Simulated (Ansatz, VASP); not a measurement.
## Two plane-wave programs on Mo

```
CELL_PARAMETERS angstrom
0.00000 2.80372 2.80372
2.80372 0.00000 2.80372
2.80372 2.80372 0.00000
ATOMIC_POSITIONS crystal
Mo 0.50000 0.50000 0.50000
Mo 0.75000 0.75000 0.75000
```

Alike in both runs: functional PBEsol; k mesh 6 × 6 × 6; occupations gaussian, width 0.1 eV; no spin polarisation.

Ansatz relaxed the structure, and its values are those at the end. VASP's run is a single point on that final structure, the one shown.

|  | VASP | Ansatz |
| --- | --- | --- |
| version | VASP 6.6.1 | Ansatz 0.2.0 |
| potentials or method | VASP PAW PBE potentials, release 64 (Mo_sv), cutoff 520 eV | scalar-relativistic, plane waves, PAW |
| valence electrons in the cell | 28 | 28 |

VASP gave:

| Quantity | Value |
| --- | --- |
| gap on the k mesh at the Fermi level (eV) | none |
| pressure (GPa) | 0.5 |

Q: Which values does Ansatz return?

A: gap on the k mesh at the Fermi level (eV): none; pressure (GPa): 0.0.

VASP's potentials were made for PBE, not for PBEsol. A gap of «none» marks a metal or a gap that the smearing closes.
